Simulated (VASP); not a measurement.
# Bi (C2/m) in VASP: further runs

The runs below take Bi through single point, with PBEsol, r2SCAN.

Program: VASP 6.6.1. These are calculated values, not measurements. Logs are shortened: lines on timing, memory, paths and dates and some standing lists are left out, and cuts for length are marked.

### Step 1. The cell of the first run

Symmetry: C2/m, No. 12, monoclinic system. The conventional cell has a = 6.977 Å, b = 6.265 Å, c = 3.359 Å, α = 90.00°, β = 112.04°, γ = 90.00°. Within 4.2 Å of Bi (site symmetry m) lie 9 Bi at 3.21 to 3.99 Å.

### Step 2. Single point, PBEsol

Input file INCAR:

```
SYSTEM = Bi
PREC = Accurate ; ENCUT = 520
EDIFF = 1E-6 ; ISMEAR = -1
SIGMA = 0.05 ; LREAL = .FALSE.
LASPH = .TRUE. ; NELM = 60
ALGO = Normal ; ISIF = 2
LWAVE = .FALSE. ; LCHARG = .FALSE.
GGA = PS ; NBANDS = 22
```

Input file KPOINTS:

```
regular mesh
0
G
  4 4 7
  0 0 0
```

Input file POSCAR:

```
Bi
1.0
    3.4885980000     -3.1325780000      0.0000000000
    3.4885980000      3.1325780000      0.0000000000
   -1.2602350000      0.0000000000      3.1135500000
Bi
2
Direct
    0.7530610000      0.7530610000      0.8573820000
    0.2469390000      0.2469390000      0.1426180000
```

Potentials or basis: VASP PAW PBE potentials, release 64 (Bi_d).

On the command line:

```console
$ cat potpaw_PBE.64/Bi_d/POTCAR > POTCAR
$ mpirun -np 1 vasp_std > vasp.out
```

OUTCAR:

```text
SYSTEM = Bi
   PREC = Accurate
   ENCUT = 520
   EDIFF = 1E-6
   ISMEAR = -1
   LREAL = .FALSE.
   LASPH = .TRUE.
   NELM = 60
   ISIF = 2
   GGA = PS

 ion  position               nearest neighbor table
   1  0.753  0.753  0.857-   2 3.21   2 3.28   2 3.28   2 3.45
   2  0.247  0.247  0.143-   1 3.21   1 3.28   1 3.28   1 3.45

  LATTYP: Found a base centered monoclinic cell.
 ALAT       =     6.9771960000
 B/A-ratio  =     0.8979475423
 C/A-ratio  =     0.4814149259
 COS(beta)  =    -0.3751898342

  Lattice vectors:

 A1 = (   3.4885980000,  -3.1325780000,   0.0000000000)
 A2 = (   3.4885980000,   3.1325780000,   0.0000000000)
 A3 = (  -1.2602350000,   0.0000000000,   3.1135500000)

Analysis of symmetry for initial positions (statically):
=====================================================================
 Subroutine PRICEL returns:
 Original cell was already a primitive cell.

 Routine SETGRP: Setting up the symmetry group for a
 base centered monoclinic supercell.

 Subroutine GETGRP returns: Found  4 space group operations
 (whereof  4 operations were pure point group operations)
 out of a pool of  4 trial point group operations.

The static configuration has the point symmetry C_2h.

Analysis of symmetry for dynamics (positions and initial velocities):
=====================================================================
 Subroutine PRICEL returns:
 Original cell was already a primitive cell.

 Routine SETGRP: Setting up the symmetry group for a
 base centered monoclinic supercell.

 Subroutine GETGRP returns: Found  4 space group operations
 (whereof  4 operations were pure point group operations)
 out of a pool of  4 trial point group operations.

The dynamic configuration has the point symmetry C_2h.

 Subroutine INISYM returns: Found  4 space group operations
 (whereof  4 operations are pure point group operations),
 and found     1 'primitive' translations

----------------------------------------------------------------------------------------

                                     Primitive cell

  volume of cell :      68.0517

  direct lattice vectors                    reciprocal lattice vectors
     3.488598000 -3.132578000  0.000000000     0.143324052 -0.159612945  0.058011590
     3.488598000  3.132578000  0.000000000     0.143324052  0.159612945  0.058011590
    -1.260235000  0.000000000  3.113550000     0.000000000  0.000000000  0.321176792

  length of vectors
     4.688641694  4.688641694  3.358926295     0.222223807  0.222223807  0.321176792

  position of ions in fractional coordinates (direct lattice)
     0.753061000  0.753061000  0.857382000
     0.246939000  0.246939000  0.142618000

  ion indices of the primitive-cell ions
   primitive index   ion index
                 1           1
                 2           2

----------------------------------------------------------------------------------------

 KPOINTS: regular mesh

Automatic generation of k-mesh.
 Grid dimensions read from file:
 generate k-points for:    4    4    7

 Generating k-lattice:

  Cartesian coordinates                     Fractional coordinates (reciprocal lattice)
     0.035831013 -0.039903236  0.014502898     0.250000000  0.000000000  0.000000000
     0.035831013  0.039903236  0.014502898     0.000000000  0.250000000  0.000000000
     0.000000000  0.000000000  0.045882399     0.000000000  0.000000000  0.142857143

  Length of vectors
     0.055555952  0.055555952  0.045882399

  Shift w.r.t. Gamma in fractional coordinates (k-lattice)
     0.000000000  0.000000000  0.000000000

 Subroutine IBZKPT returns following result:
 ===========================================

 Found     37 irreducible k-points:

 Following reciprocal coordinates:
            Coordinates               Weight
  0.000000  0.000000  0.000000      1.000000
  0.250000  0.000000 -0.000000      4.000000
  0.500000  0.000000 -0.000000      2.000000
  0.250000  0.250000 -0.000000      2.000000
  0.500000  0.250000 -0.000000      4.000000
 -0.250000  0.250000  0.000000      2.000000
[... 16 lines left out ...]
  0.500000  0.250000  0.285714      4.000000
 -0.250000  0.250000  0.285714      4.000000
 [... further k-points ...]
   k-points           NKPTS =     37   k-points in BZ     NKDIM =     37   number of bands    NBANDS=     22
   number of dos      NEDOS =    301   number of ions     NIONS =      2
   total plane-waves  NPLWV =  36288
   dimension x,y,z NGX =    36 NGY =   36 NGZ =   28
   dimension x,y,z NGXF=    72 NGYF=   72 NGZF=   56
   ions per type =               2
   NGX,Y,Z   is equivalent  to a cutoff of  12.76, 12.76, 13.86 a.u.
   NGXF,Y,Z  is equivalent  to a cutoff of  25.53, 25.53, 27.72 a.u.
 SYSTEM =  Bi
   PREC   = accura    normal or accurate (medium, high low for compatibility)
   ISTART =      0    job   : 0-new  1-cont  2-samecut
   ICHARG =      2    charge: 1-file 2-atom 10-const
   ISPIN  =      1    spin polarized calculation?
   LNONCOLLINEAR =      F non collinear calculations
   LSORBIT =      F    spin-orbit coupling
   LASPH  =      T    aspherical Exc in radial PAW
   ENCUT  =  520.0 eV  38.22 Ry    6.18 a.u.   8.72  8.72  6.25*2*pi/ulx,y,z
   NELM   =     60;   NELMIN=  2; NELMDL= -5     # of ELM steps
   EDIFF  = 0.1E-05   stopping-criterion for ELM
   LREAL  =      F    real-space projection
   EDIFFG = 0.1E-04   stopping-criterion for IOM
   NSW    =      0    number of steps for IOM
   IBRION =     -1    ionic relax: 0-MD 1-quasi-New 2-CG
   NFREE  =      0    steps in history (QN), initial steepest desc. (CG)
   ISIF   =      2    stress and relaxation
   ISYM   =      2    0-nonsym 1-usesym 2-fastsym
   POTIM  = 0.5000    time-step for ionic-motion
   TEBEG  =    0.0;   TEEND  =   0.0 temperature during run
   PSTRESS=    0.0 pullay stress
   NELECT =      30.0000    total number of electrons
   NUPDOWN=      -1.0000    fix difference up-down
   EMIN   =  10.00;   EMAX   =-10.00  energy-range for DOS
   EFERMI =   0.00;   METHOD = LEGACY
   ISMEAR =    -1;   SIGMA  =   0.05  broadening in eV -4-tet -1-fermi 0-gaus
   EFERMI_NEDOS =   21; number of points for ismear=-14 and -15
   IALGO  =     38    algorithm
   IMIX   =      4    mixing-type and parameters
     AMIX     =   0.40;   BMIX     =  1.00
     AMIX_MAG =   1.60;   BMIX_MAG =  1.00
  volume/ion in A,a.u.               =      34.03       229.62
  Fermi-wavevector in a.u.,A,eV,Ry     =   1.245955  2.354514 21.121737  1.552404
  Thomas-Fermi vector in A             =   2.380154
   LORBIT       =      0    0 simple, 1 ext, 2 COOP (PROOUT), +10 PAW based schemes
   GGA     = PS    functional components
   LHFCALC =     F    Hartree Fock is set to
   AEXX    =    0.0000 exact exchange contribution
   IVDW    =     0    specifies the selected vdW correction
   LEPSILON=     F    determine dielectric tensor
   LRPA    =     F    only Hartree local field effects (RPA)
 non-spin polarized calculation
  energy-cutoff  :      520.00
  volume of cell :       68.05
 maximum number of plane-waves:      1842
 NGX is ok and might be reduce to    36
   NGX = 17   NGY = 17   NGZ = 13

 number of electron      30.0000001 magnetization

 Free energy of the ion-electron system (eV)
  ---------------------------------------------------
  ext. energy  EPLUGINS =         0.00000000
  ---------------------------------------------------
  free energy    TOTEN  =        -8.56621783 eV

  energy without entropy =       -8.55880775  energy(sigma->0) =       -8.56251279

 E-fermi :   6.5271     XC(G=0):  -9.9389

 val. band max:        6.5186945740   @ k =   0.2500   0.0000   0.1429
 cond. band min:       6.5696072780   @ k =   0.5000   0.5000   0.2857
 fundamental gap:      0.0509127040
 Fermi energy:         6.5271009225

 k-point     1 :       0.0000    0.0000    0.0000
  band No.  band energies     occupation
      1     -16.2800      2.00000
      2     -16.2699      2.00000
      3     -16.2266      2.00000
      4     -16.1821      2.00000
      5     -16.1154      2.00000
      6     -16.0880      2.00000
[... 14 lines left out ...]
     21      14.8327      0.00000
     22      15.2991      0.00000

 k-point     2 :       0.2500    0.0000   -0.0000
  band No.  band energies     occupation
      1     -16.2733      2.00000
      2     -16.2542      2.00000
      3     -16.2279      2.00000
      4     -16.1575      2.00000
      5     -16.1125      2.00000
      6     -16.0925      2.00000
[... 14 lines left out ...]
     21      15.4660      0.00000
     22      16.3768      0.00000

 k-point     3 :       0.5000    0.0000   -0.0000
  band No.  band energies     occupation
      1     -16.2764      2.00000
      2     -16.2530      2.00000
      3     -16.1799      2.00000
      4     -16.1372      2.00000
      5     -16.1135      2.00000
      6     -16.0867      2.00000
[... 14 lines left out ...]
     21      15.1845      0.00000
     22      15.6323      0.00000

 k-point     4 :       0.2500    0.2500   -0.0000
  band No.  band energies     occupation
      1     -16.2727      2.00000
      2     -16.2563      2.00000
      3     -16.1873      2.00000
      4     -16.1407      2.00000
      5     -16.1127      2.00000
      6     -16.1017      2.00000
[... 14 lines left out ...]
     21      15.4833      0.00000
     22      16.7594      0.00000

 k-point     5 :       0.5000    0.2500   -0.0000
  band No.  band energies     occupation
      1     -16.2758      2.00000
      2     -16.2608      2.00000
      3     -16.1557      2.00000
      4     -16.1179      2.00000
      5     -16.1055      2.00000
      6     -16.0873      2.00000
[... 417 lines left out ...]
 k-point    22 :       0.2500    0.2500    0.2857
  band No.  band energies     occupation
      1     -16.2144      2.00000
      2     -16.1708      2.00000
      3     -16.1484      2.00000
      4     -16.1325      2.00000
      5     -16.1292      2.00000
      6     -16.1227      2.00000
[... 14 lines left out ...]
     21      15.4255      0.00000
     22      15.8718      0.00000

 k-point    23 :       0.5000    0.2500    0.2857
  band No.  band energies     occupation
      1     -16.2190      2.00000
      2     -16.1824      2.00000
      3     -16.1647      2.00000
      4     -16.1413      2.00000
      5     -16.1088      2.00000
      6     -16.0986      2.00000
[... 14 lines left out ...]
     21      16.2205      0.00000
     22      16.4954      0.00000

 k-point    24 :      -0.2500    0.2500    0.2857
  band No.  band energies     occupation
      1     -16.2245      2.00000
      2     -16.2032      2.00000
      3     -16.1757      2.00000
      4     -16.1360      2.00000
      5     -16.1236      2.00000
      6     -16.0885      2.00000
[... 14 lines left out ...]
     21      14.5697      0.00000
     22      14.8541      0.00000

 [... further k-points ...]

------------------------ aborting loop because EDIFF is reached ----------------------------------------

  FORCE on cell =-STRESS in cart. coord.  units (eV):
  Direction    XX          YY          ZZ          XY          YZ          ZX
  --------------------------------------------------------------------------------------
  -------------------------------------------------------------------------------------
  Total       -0.5716606     -1.4477469     -1.2976310      0.0000000      0.0000000      0.1853064
  in kB      -13.4589187    -34.0850989    -30.5508385      0.0000000      0.0000000      4.3627705
  external PRESSURE =     -26.0316187 kB  Pullay stress =       0.0000000 kB

 VOLUME and BASIS-vectors are now :
 -----------------------------------------------------------------------------
  energy-cutoff  :      520.00
  volume of cell :       68.05
      direct lattice vectors                 reciprocal lattice vectors
     3.488598000 -3.132578000  0.000000000     0.143324052 -0.159612945  0.058011590
     3.488598000  3.132578000  0.000000000     0.143324052  0.159612945  0.058011590
    -1.260235000  0.000000000  3.113550000     0.000000000  0.000000000  0.321176792

 POSITION                                       TOTAL-FORCE (eV/Angst)
 -----------------------------------------------------------------------------------
      4.17375      0.00000      2.66950         0.092923      0.000000      0.107894
      1.54321      0.00000      0.44405        -0.092923      0.000000     -0.107894
 -----------------------------------------------------------------------------------
    total drift:                               -0.000000      0.000000      0.000000

  FREE ENERGIE OF THE ION-ELECTRON SYSTEM (eV)
  ---------------------------------------------------
  free  energy   TOTEN  =        -8.5662178307 eV

  energy  without entropy=       -8.5588077451  energy(sigma->0) =       -8.56251279
```

Run time: 36 s. Hardware: 1 thread of Intel Xeon Platinum 8375C at 2.90GHz (Ice Lake), shared host; peak memory 0.2 GiB.

Results:

| Quantity | Value |
| --- | --- |
| Free energy | -8.5662 eV |
| Pressure | -2.6 GPa |
| Largest force | 0.142 eV/Å |
| Band gap on the k mesh | zero (bands 15 and 16 overlap by 4.54 eV) |

Forces on the atoms (eV/Å):
```
Bi   0.093  0.000  0.108
Bi  -0.093  0.000 -0.108
```

Stress tensor (GPa, compression positive):
```
-1.35  0.00  0.44
 0.00 -3.41  0.00
 0.44  0.00 -3.06
```

Levels at points of the mesh, in eV from the Fermi level:
```tsv
k point	band 12	band 13	band 14	band 15	band 16	band 17	band 18	band 19
(0.00, 0.00, 0.00)	-9.12	-3.00	-2.71	2.82	3.13	3.80	4.16	4.33
(0.50, 0.00, 0.00)	-11.39	-1.06	-0.91	-0.67	-0.60	3.46	4.59	7.70
(0.50, 0.50, 0.00)	-10.94	-4.86	-4.84	3.20	3.94	5.25	5.60	8.91
```

Caveat: the PAW data sets were made with another functional, which shifts forces and pressure a little; spin-orbit coupling is left out, which moves the levels of the heavy elements.

### Step 3. Single point, PBEsol, non-collinear spin, zero start, spin-orbit coupling

Input file INCAR:

```
SYSTEM = Bi
ALGO     = Normal         ! electronic algorithm
EDIFF    = 1E-6           ! SCF threshold, eV
ENCUT    = 520            ! plane-wave cutoff, eV
GGA      = PS             ! functional
GGA_COMPAT= .FALSE.      
ISIF     = 2              ! what is computed and relaxed
ISMEAR   = -1             ! smearing method
LASPH    = .TRUE.         ! aspherical terms in the spheres
LCHARG   = .TRUE.         ! write CHGCAR
LORBIT   = 11             ! projections on sites
LORBMOM  = .TRUE.       
LREAL    = .FALSE.        ! projectors in reciprocal space
LSORBIT  = .TRUE.         ! spin-orbit coupling
LVHAR    = .TRUE.       
LWAVE    = .FALSE.        ! write WAVECAR
MAGMOM   = 0 0 0 0 0 0    ! initial moments
NBANDS   = 42             ! bands
NELM     = 150            ! most SCF steps
PREC     = Accurate       ! precision mode
SIGMA    = 0.05           ! smearing width, eV
```

Input file KPOINTS:

```
k-points
0
G
  4 4 7
  0 0 0
```

POSCAR is that of step 2.

Potentials or basis: VASP PAW PBE potentials, release 64 (Bi_d).

On the command line:

```console
$ cat potpaw_PBE.64/Bi_d/POTCAR > POTCAR
$ mpirun -np 1 vasp_ncl > vasp.out
```

It took 4.4 min on 1 thread of Intel Xeon Platinum 8375C at 2.90GHz (Ice Lake), shared host; peak memory 0.4 GiB.

It converged, with:

```
Free energy                                           : -10.1510 eV
Pressure                                              : -1.6 GPa
Largest force                                         : 0.108 eV/Å
Net moment                                            : 0.00 μB per cell
Valence electrons inside the program's atomic spheres : Bi 12.75
```

Forces on the atoms (eV/Å):
```
Bi   0.041  0.000  0.100
Bi  -0.041  0.000 -0.100
```

Stress tensor (GPa, compression positive):
```
-1.02  0.00  0.46
 0.00 -2.02  0.00
 0.46  0.00 -1.76
```

Moments on the atoms (μB; x, y, z):
```
Bi  0.00 0.00 0.00
Bi  0.00 0.00 0.00
```

Caveat: the PAW data sets were made with another functional, which shifts forces and pressure a little.

(Continued in part 2 of 2.)

The gap in the log of VASP goes by the Fermi energy; the results here count the filled bands.